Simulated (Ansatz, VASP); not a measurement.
**BeS in VASP and in Ansatz**

The input INCAR:

```
PREC = Accurate ; ENCUT = 600
EDIFF = 1E-6 ; ISMEAR = -1
SIGMA = 0.02 ; LREAL = False
LASPH = True ; NELM = 120
ALGO = Normal ; ISIF = 2
LWAVE = False ; LCHARG = True
GGA = PS ; LELF = True
LVHAR = True ; NBANDS = 11
GGA_COMPAT = False
```

Contents of KPOINTS:

```
Automatic mesh
0
Gamma
  6 6 6
```

Contents of POSCAR:

```
BeS
1.0
    2.9413850451      0.0000000000      0.0000000000
    0.0000000000      2.9413850451      0.0000000000
    0.0000000000      0.0000000000      2.9413850451
Be S
1 1
Direct
    0.0000000000      0.0000000000      0.0000000000
    0.5000000000      0.5000000000      0.5000000000
```

Input for Ansatz:

```yaml
crystal:
  lattice:
    - [2.9413850451, 0.0, 0.0]
    - [0.0, 2.9413850451, 0.0]
    - [0.0, 0.0, 2.9413850451]
  atoms:
    - { symbol: Be, position: [0.0, 0.0, 0.0] }
    - { symbol: S, position: [0.5, 0.5, 0.5] }
kpoints:
  mp_grid: { grid: [6, 6, 6] }
hamiltonian:
  xc: pbesol
scf:
  occupations: { method: fermi_dirac, width: 0.02 }
  n_extra_bands: 4
output:
  forces: true
  stress: true
  eigenvalues: true
```

Alike in both runs: task single point; functional PBEsol; k mesh 6 × 6 × 6; occupations fermi-dirac, width 0.02 eV; no spin polarisation.

|  | VASP | Ansatz |
| --- | --- | --- |
| version | VASP 6.6.1 | Ansatz 0.2.0 |
| potentials or method | VASP PAW PBE potentials, release 64 (Be, S) | plane waves |
| plane-wave cutoff (eV) | 600 | 420 |
| valence electrons in the cell | 8 | 8 |

```csv
,VASP,Ansatz,Ansatz less VASP
pressure (GPa),-4.9,-5.0,-0.14
```

VASP's potentials were made for PBE, not for PBEsol.
